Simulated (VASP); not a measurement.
# ZrS (I4mm) in VASP: notebook

Runs on ZrS. Level: LDA. Tasks: single point.

Program: VASP 6.6.1. These are calculated values, not measurements. Logs are shortened: lines on timing, memory, paths and dates and some standing lists are left out, and cuts for length are marked.

## 1. The cell of the first run

The structure is tetragonal, space group I4mm (No. 107). Conventional cell: a = 3.630 Å, b = 3.630 Å, c = 5.374 Å, α = 90.00°, β = 90.00°, γ = 90.00°. Within 3.2 Å of Zr (site symmetry 4mm) lie 6 S at 2.46 to 2.91 Å. S (site symmetry 4mm) has 6 Zr at 2.46 to 2.91 Å within 3.2 Å.

## 2. Single point, LDA (atoms displaced along a vibrational mode, the cell strained)

The input, INCAR:

```
PREC = Accurate
ENCUT = 520
EDIFF = 1E-6
ISMEAR = 0
SIGMA = 0.15
LREAL = False
LASPH = True
NELM = 100
ALGO = Normal
ISIF = 2
LWAVE = False
LCHARG = False
GGA = CA
NBANDS = 16
```

The input, KPOINTS:

```
Automatic mesh
0
Gamma
  16 16 16
```

The input, POSCAR:

```
ZrS
1.0
    0.0000000000      2.5671447250      2.5671447250
    2.6870303837      0.0000000000      2.5671447250
    2.6870303837      2.5671447250      0.0000000000
Zr S
1 1
Direct
   -0.0110205862      0.0110205862      0.0110205862
    0.5313577958      0.4686422042      0.4686422042
```

Potentials or basis: VASP PAW LDA potentials, release 64 (Zr_sv, S).

Command:

```bash
$ cat potpaw_LDA.64/Zr_sv/POTCAR potpaw_LDA.64/S/POTCAR > POTCAR
$ mpirun -np 1 vasp_std > vasp.out
```

OUTCAR:

```text
PREC = Accurate
   ENCUT = 520
   EDIFF = 1E-6
   ISMEAR = 0
   LREAL = False
   LASPH = True
   NELM = 100
   ISIF = 2
   GGA = CA

 ion  position               nearest neighbor table
   1  0.989  0.011  0.011-   2 2.46   2 2.58   2 2.58   2 2.58   2 2.58   2 2.91
   2  0.531  0.469  0.469-   1 2.46   1 2.58   1 2.58   1 2.58   1 2.58   1 2.91

  LATTYP: Found a body centered tetragonal cell.
 ALAT       =     3.6304908867
 C/A-ratio  =     1.4802573358

  Lattice vectors:

 A1 = (   2.6870303837,   0.0000000000,   2.5671447250)
 A2 = (   2.6870303837,   0.0000000000,  -2.5671447250)
 A3 = (  -2.6870303837,   2.5671447250,   0.0000000000)

Analysis of symmetry for initial positions (statically):
=====================================================================
 Subroutine PRICEL returns:
 Original cell was already a primitive cell.

 Routine SETGRP: Setting up the symmetry group for a
 body centered tetragonal supercell.

 Subroutine GETGRP returns: Found  8 space group operations
 (whereof  8 operations were pure point group operations)
 out of a pool of 16 trial point group operations.

The static configuration has the point symmetry C_4v.

Analysis of symmetry for dynamics (positions and initial velocities):
=====================================================================
 Subroutine PRICEL returns:
 Original cell was already a primitive cell.

 Routine SETGRP: Setting up the symmetry group for a
 body centered tetragonal supercell.

 Subroutine GETGRP returns: Found  8 space group operations
 (whereof  8 operations were pure point group operations)
 out of a pool of 16 trial point group operations.

The dynamic configuration has the point symmetry C_4v.

 Subroutine INISYM returns: Found  8 space group operations
 (whereof  8 operations are pure point group operations),
 and found     1 'primitive' translations

----------------------------------------------------------------------------------------

                                     Primitive cell

  volume of cell :      35.4163

  direct lattice vectors                    reciprocal lattice vectors
     0.000000000  2.567144725  2.567144725    -0.186079027  0.194768918  0.194768918
     2.687030384  0.000000000  2.567144725     0.186079027 -0.194768918  0.194768918
     2.687030384  2.567144725  0.000000000     0.186079027  0.194768918 -0.194768918

  length of vectors
     3.630490887  3.716229853  3.716229853     0.332408284  0.332408284  0.332408284

  position of ions in fractional coordinates (direct lattice)
     0.988979414  0.011020586  0.011020586
     0.531357796  0.468642204  0.468642204

  ion indices of the primitive-cell ions
   primitive index   ion index
                 1           1
                 2           2

----------------------------------------------------------------------------------------

 KPOINTS: Automatic mesh

Automatic generation of k-mesh.
 Grid dimensions read from file:
 generate k-points for:   16   16   16

 Generating k-lattice:

  Cartesian coordinates                     Fractional coordinates (reciprocal lattice)
    -0.011629939  0.012173057  0.012173057     0.062500000 -0.000000000 -0.000000000
     0.011629939 -0.012173057  0.012173057     0.000000000  0.062500000  0.000000000
     0.011629939  0.012173057 -0.012173057     0.000000000  0.000000000  0.062500000

  Length of vectors
     0.020775518  0.020775518  0.020775518

  Shift w.r.t. Gamma in fractional coordinates (k-lattice)
     0.000000000  0.000000000  0.000000000

 Subroutine IBZKPT returns following result:
 ===========================================

 Found    349 irreducible k-points:

 Following reciprocal coordinates:
            Coordinates               Weight
  0.000000  0.000000  0.000000      1.000000
  0.062500 -0.000000 -0.000000      8.000000
  0.125000 -0.000000 -0.000000      8.000000
  0.187500 -0.000000 -0.000000      8.000000
  0.250000 -0.000000 -0.000000      8.000000
  0.312500  0.000000  0.000000      8.000000
[... 16 lines left out ...]
 -0.125000  0.062500  0.000000     16.000000
 -0.062500  0.062500  0.000000      8.000000
 [... further k-points ...]
   k-points           NKPTS =    349   k-points in BZ     NKDIM =    349   number of bands    NBANDS=     16
   number of dos      NEDOS =    301   number of ions     NIONS =      2
   total plane-waves  NPLWV =  21952
   dimension x,y,z NGX =    28 NGY =   28 NGZ =   28
   dimension x,y,z NGXF=    56 NGYF=   56 NGZF=   56
   ions per type =               1   1
   NGX,Y,Z   is equivalent  to a cutoff of  12.82, 12.53, 12.53 a.u.
   NGXF,Y,Z  is equivalent  to a cutoff of  25.64, 25.05, 25.05 a.u.
 SYSTEM =  unknown system
   PREC   = accura    normal or accurate (medium, high low for compatibility)
   ISTART =      0    job   : 0-new  1-cont  2-samecut
   ICHARG =      2    charge: 1-file 2-atom 10-const
   ISPIN  =      1    spin polarized calculation?
   LNONCOLLINEAR =      F non collinear calculations
   LSORBIT =      F    spin-orbit coupling
   LASPH  =      T    aspherical Exc in radial PAW
   ENCUT  =  520.0 eV  38.22 Ry    6.18 a.u.   6.75  6.91  6.91*2*pi/ulx,y,z
   NELM   =    100;   NELMIN=  2; NELMDL= -5     # of ELM steps
   EDIFF  = 0.1E-05   stopping-criterion for ELM
   LREAL  =      F    real-space projection
   EDIFFG = 0.1E-04   stopping-criterion for IOM
   NSW    =      0    number of steps for IOM
   IBRION =     -1    ionic relax: 0-MD 1-quasi-New 2-CG
   NFREE  =      0    steps in history (QN), initial steepest desc. (CG)
   ISIF   =      2    stress and relaxation
   ISYM   =      2    0-nonsym 1-usesym 2-fastsym
   POTIM  = 0.5000    time-step for ionic-motion
   TEBEG  =    0.0;   TEEND  =   0.0 temperature during run
   PSTRESS=    0.0 pullay stress
   NELECT =      18.0000    total number of electrons
   NUPDOWN=      -1.0000    fix difference up-down
   EMIN   =  10.00;   EMAX   =-10.00  energy-range for DOS
   EFERMI =   0.00;   METHOD = LEGACY
   ISMEAR =     0;   SIGMA  =   0.15  broadening in eV -4-tet -1-fermi 0-gaus
   EFERMI_NEDOS =   21; number of points for ismear=-14 and -15
   IALGO  =     38    algorithm
   IMIX   =      4    mixing-type and parameters
     AMIX     =   0.40;   BMIX     =  1.00
     AMIX_MAG =   1.60;   BMIX_MAG =  1.00
  volume/ion in A,a.u.               =      17.71       119.50
  Fermi-wavevector in a.u.,A,eV,Ry     =   1.306465  2.468862 23.223128  1.706852
  Thomas-Fermi vector in A             =   2.437266
   LORBIT       =      0    0 simple, 1 ext, 2 COOP (PROOUT), +10 PAW based schemes
   GGA     = CA    functional components
   LHFCALC =     F    Hartree Fock is set to
   AEXX    =    0.0000 exact exchange contribution
   IVDW    =     0    specifies the selected vdW correction
   LEPSILON=     F    determine dielectric tensor
   LRPA    =     F    only Hartree local field effects (RPA)
 non-spin polarized calculation
 Gauss-broadening in eV      SIGMA  =   0.15
  energy-cutoff  :      520.00
  volume of cell :       35.42
 maximum number of plane-waves:       974
   NGX = 13   NGY = 13   NGZ = 13

 number of electron      18.0000000 magnetization

 Free energy of the ion-electron system (eV)
  ---------------------------------------------------
  ext. energy  EPLUGINS =         0.00000000
  ---------------------------------------------------
  free energy    TOTEN  =       -17.02978662 eV

  energy without entropy =      -17.01554074  energy(sigma->0) =      -17.02266368

 E-fermi :  10.6985     XC(G=0): -11.6202

 val. band max:       10.6954835868   @ k =   0.1875   0.1250   0.0000
 cond. band min:      10.6988667890   @ k =  -0.1250   0.1250   0.1250
 fundamental gap:      0.0033832023
 Fermi energy:        10.6984520638

 k-point     1 :       0.0000    0.0000    0.0000
  band No.  band energies     occupation
      1     -38.8185      2.00000
      2     -16.9589      2.00000
      3     -16.9444      2.00000
      4     -16.9444      2.00000
      5      -5.0475      2.00000
      6       6.7396      2.00000
[... 8 lines left out ...]
     15      17.7423      0.00000
     16      23.1072      0.00000

 k-point     2 :       0.0625   -0.0000   -0.0000
  band No.  band energies     occupation
      1     -38.8173      2.00000
      2     -16.9687      2.00000
      3     -16.9522      2.00000
      4     -16.9452      2.00000
      5      -4.9951      2.00000
      6       6.4418      2.00000
[... 8 lines left out ...]
     15      17.9146      0.00000
     16      22.6769      0.00000

 k-point     3 :       0.1250   -0.0000   -0.0000
  band No.  band energies     occupation
      1     -38.8141      2.00000
      2     -17.0105      2.00000
      3     -16.9601      2.00000
      4     -16.9477      2.00000
      5      -4.8435      2.00000
      6       5.8531      2.00000
[... 8 lines left out ...]
     15      18.3647      0.00000
     16      21.7643      0.00000

 k-point     4 :       0.1875   -0.0000   -0.0000
  band No.  band energies     occupation
      1     -38.8091      2.00000
      2     -17.0755      2.00000
      3     -16.9683      2.00000
      4     -16.9514      2.00000
      5      -4.6086      2.00000
      6       5.1535      2.00000
[... 8 lines left out ...]
     15      18.8036      0.00000
     16      20.9145      0.00000
[... 324 lines left out ...]
 k-point    22 :      -0.1875    0.0625    0.0000
  band No.  band energies     occupation
      1     -38.8066      2.00000
      2     -17.0999      2.00000
      3     -16.9750      2.00000
      4     -16.9589      2.00000
      5      -4.4997      2.00000
      6       4.8505      2.00000
[... 8 lines left out ...]
     15      18.9427      0.00000
     16      20.1521      0.00000

 k-point    23 :      -0.1250    0.0625    0.0000
  band No.  band energies     occupation
      1     -38.8118      2.00000
      2     -17.0345      2.00000
      3     -16.9649      2.00000
      4     -16.9543      2.00000
      5      -4.7446      2.00000
      6       5.5079      2.00000
[... 8 lines left out ...]
     15      18.6569      0.00000
     16      20.9498      0.00000

 k-point    24 :      -0.0625    0.0625    0.0000
  band No.  band energies     occupation
      1     -38.8156      2.00000
      2     -16.9889      2.00000
      3     -16.9541      2.00000
      4     -16.9515      2.00000
      5      -4.9160      2.00000
      6       6.0818      2.00000
[... 8 lines left out ...]
     15      18.1782      0.00000
     16      21.9705      0.00000

 [... further k-points ...]

------------------------ aborting loop because EDIFF is reached ----------------------------------------

  FORCE on cell =-STRESS in cart. coord.  units (eV):
  Direction    XX          YY          ZZ          XY          YZ          ZX
  --------------------------------------------------------------------------------------
  -------------------------------------------------------------------------------------
  Total       -0.8775828     -0.6092878     -0.6092878      0.0000000      0.0000000      0.0000000
  in kB      -39.7004460    -27.5632110    -27.5632110      0.0000000      0.0000000      0.0000000
  external PRESSURE =     -31.6089560 kB  Pullay stress =       0.0000000 kB

 VOLUME and BASIS-vectors are now :
 -----------------------------------------------------------------------------
  energy-cutoff  :      520.00
  volume of cell :       35.42
      direct lattice vectors                 reciprocal lattice vectors
     0.000000000  2.567144725  2.567144725    -0.186079027  0.194768918  0.194768918
     2.687030384  0.000000000  2.567144725     0.186079027 -0.194768918  0.194768918
     2.687030384  2.567144725  0.000000000     0.186079027  0.194768918 -0.194768918

 POSITION                                       TOTAL-FORCE (eV/Angst)
 -----------------------------------------------------------------------------------
      0.05923      2.56714      2.56714        -0.817883      0.000000      0.000000
      2.51851      2.56714      2.56714         0.817883      0.000000      0.000000
 -----------------------------------------------------------------------------------
    total drift:                               -0.000108      0.000000      0.000000

  FREE ENERGIE OF THE ION-ELECTRON SYSTEM (eV)
  ---------------------------------------------------
  free  energy   TOTEN  =       -17.0297866238 eV

  energy  without entropy=      -17.0155407369  energy(sigma->0) =      -17.02266368
```

Run time: 90 s. Hardware: 1 thread of Intel Xeon Platinum 8488C (Sapphire Rapids), shared host; peak memory 0.29 GiB.

Results:

| Quantity | Value |
| --- | --- |
| Free energy | -17.0298 eV |
| Pressure | -3.2 GPa |
| Largest force | 0.818 eV/Å |
| Band gap on the k mesh | zero (bands 9 and 10 overlap by 2.35 eV) |

Forces in eV/Å, atoms in the order of the input:
```
Zr  -0.818  0.000  0.000
S    0.818  0.000  0.000
```

Levels at points of the mesh, in eV from the Fermi level:
```csv
k point,band 5,band 6,band 7,band 8,band 9,band 10,band 11,band 12,band 13,band 14
"(0.00, 0.00, 0.00)",-15.75,-3.96,-3.71,-3.71,-1.57,-0.73,-0.73,-0.48,-0.07,2.10
"(0.50, 0.00, 0.00)",-14.13,-7.98,-5.92,-5.86,1.33,1.46,1.74,2.16,5.20,5.32
"(0.50, 0.50, 0.00)",-14.86,-6.06,-5.06,-4.49,-2.68,0.82,2.30,2.69,2.99,3.45
"(0.00, 0.50, 0.50)",-14.90,-6.25,-4.21,-4.21,-3.46,0.56,2.44,2.48,2.48,3.63
```

Caveat: the cell differs from its parent crystal (atoms displaced along a vibrational mode, the cell strained); the cell stands under tension.

[end of part 1 of 2]
